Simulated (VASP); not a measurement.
# Ti5Al2C3: single point with PBEsol

The system is Ti5Al2C3.

```
Ti Al C
1.0
     6.50146   -0.02925    0.08586
    -0.02925    6.67346    0.05425
     0.08586    0.05425    6.90542
Ti Al C
10 4 6
Direct
  0.68106 0.39550 0.83442
  0.21547 0.33602 0.23423
  0.60795 0.79170 0.35890
  0.36768 0.64494 0.56308
  0.13704 0.94532 0.47833
  0.06574 0.79607 0.10870
  0.66819 0.36778 0.25223
  0.80140 0.83522 0.73099
  0.50584 0.83619 0.01721
  0.19496 0.46933 0.79267
  0.92502 0.56119 0.46919
  0.87907 0.15317 0.00703
  0.22591 0.08845 0.79477
  0.57187 0.14147 0.54745
  0.61513 0.04360 0.86505
  0.91071 0.53684 0.94137
  0.75526 0.71294 0.99204
  0.31219 0.88572 0.28206
  0.30134 0.09696 0.23687
  0.63765 0.49413 0.49944
```

```
Program                : VASP 6.6.1
Task                   : single point
Functional             : PBEsol
Potentials or basis    : VASP PAW PBE potentials, release 64 (Ti_sv, Al, C)
Cutoff                 : 520 eV
k mesh                 : 1 × 1 × 1, shifted
Occupations            : fermi-dirac, width 0.3619 eV
Spin                   : no spin polarisation
Dipole correction      : no
Further INCAR settings : LREAL = Auto; ALGO = Normal; EDIFF = 1e-06; NBANDS = 94; ISYM = -1
```

```
Pressure      : 3.9 GPa
Largest force : 6.785 eV/Å
```

Forces on the atoms (eV/Å):
```
Ti  -2.815  1.034 -2.023
Ti  -2.285  5.961 -0.703
Ti   2.359  0.606 -0.315
Ti   0.350 -0.138 -0.240
Ti  -3.706  2.060  0.758
Ti  -1.125 -1.078 -1.040
Ti  -0.291  0.260 -2.087
Ti   0.543  0.545  0.269
Ti  -4.487 -0.643  0.368
Ti  -2.019  0.577  1.500
Al   2.702 -0.004  0.171
Al   1.139 -1.728  0.514
Al   1.066 -0.898  1.896
Al  -0.993 -0.148  1.279
C    0.893  4.250 -3.086
C    0.676  2.769  1.251
C    3.727 -5.438  1.601
C    2.937 -1.685 -2.544
C    2.203 -5.890  0.483
C   -0.874 -0.412  1.944
```

Stress tensor (GPa, compression positive):
```
 3.16 -5.75 -2.51
-5.75  1.78 -1.28
-2.51 -1.28  6.81
```

Levels at points of the mesh, in eV from the Fermi level:
| k point | band 75 | band 76 | band 77 | band 78 | band 79 | band 80 | band 81 | band 82 | band 83 | band 84 |
| --- | --- | --- | --- | --- | --- | --- | --- | --- | --- | --- |
| (0.25, 0.25, 0.25) | -0.36 | -0.26 | -0.19 | -0.09 | -0.04 | 0.16 | 0.29 | 0.54 | 0.63 | 0.72 |

It took 2.8 min on 1 thread of Intel Xeon 8259CL, with other jobs on the host, peak memory 0.31 GiB.

Caveat: the atoms stand as in a frame of molecular dynamics; so wide a smearing shifts energies and pressures; the PAW data sets were made with another functional, which shifts forces and pressure a little.
